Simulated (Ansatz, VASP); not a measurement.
# Sb: VASP beside Ansatz

Contents of INCAR:

```
SYSTEM = Sb
  PREC = Accurate
  ENCUT = 500
  EDIFF = 1E-7
  ISMEAR = -1
  SIGMA = 0.1
  LREAL = .FALSE.
  LASPH = .TRUE.
  NELM = 120
  ALGO = Normal
  ISIF = 3
  LWAVE = .FALSE.
  LCHARG = .FALSE.
  GGA = PE
  IBRION = 2
  NSW = 60
  EDIFFG = -0.005
  GGA_COMPAT = .FALSE.
  NELMIN = 4
```

The input KPOINTS:

```
Automatic mesh
0
G
  16 16 16
  0 0 0
```

POSCAR

```
Sb
1.0
   -1.9129311828      1.9129311828      1.9129311828
    1.9129311828     -1.9129311828      1.9129311828
    1.9129311828      1.9129311828     -1.9129311828
Sb
1
Direct
    0.0000000000      0.0000000000      0.0000000000
```

Input for Ansatz:

```yaml
crystal:
  lattice:
    - [-1.9129311828, 1.9129311828, 1.9129311828]
    - [1.9129311828, -1.9129311828, 1.9129311828]
    - [1.9129311828, 1.9129311828, -1.9129311828]
  atoms:
    - { symbol: Sb, position: [0.0, 0.0, 0.0] }
kpoints:
  mp_grid: { grid: [16, 16, 16] }
scf:
  occupations: { method: fermi_dirac, width: 0.1 }
hamiltonian:
  xc: pbe
  pseudopotentials: { kind: paw }
output:
  forces: true
  stress: true
relax:
  f_tol: 0.005
  max_steps: 40
  cell: {}
```

Alike in both runs: task relaxation of cell and atoms; functional PBE; k mesh 16 × 16 × 16; occupations fermi-dirac, width 0.1 eV; no spin polarisation.

```csv
,VASP,Ansatz
version,VASP 6.6.1,Ansatz 0.2.0
potentials or method,"VASP PAW PBE potentials, release 64 (Sb)","PAW with Ansatz's default frozen-core files, scalar-relativistic"
plane-wave cutoff (eV),500,420
valence electrons in the cell,5,15
```

|  | VASP | Ansatz | Ansatz less VASP |
| --- | --- | --- | --- |
| relaxed volume (Å³/atom) | 27.21 | 27.28 | +0.069 |
| relaxed cell length with the largest relative difference (Å) | 3.282 | 3.284 | +0.0028 |

VASP's potentials hold 5 valence electrons a cell and Ansatz's 15, so a difference there can come from the potentials and not from the codes.

Spin-orbit coupling is off throughout.
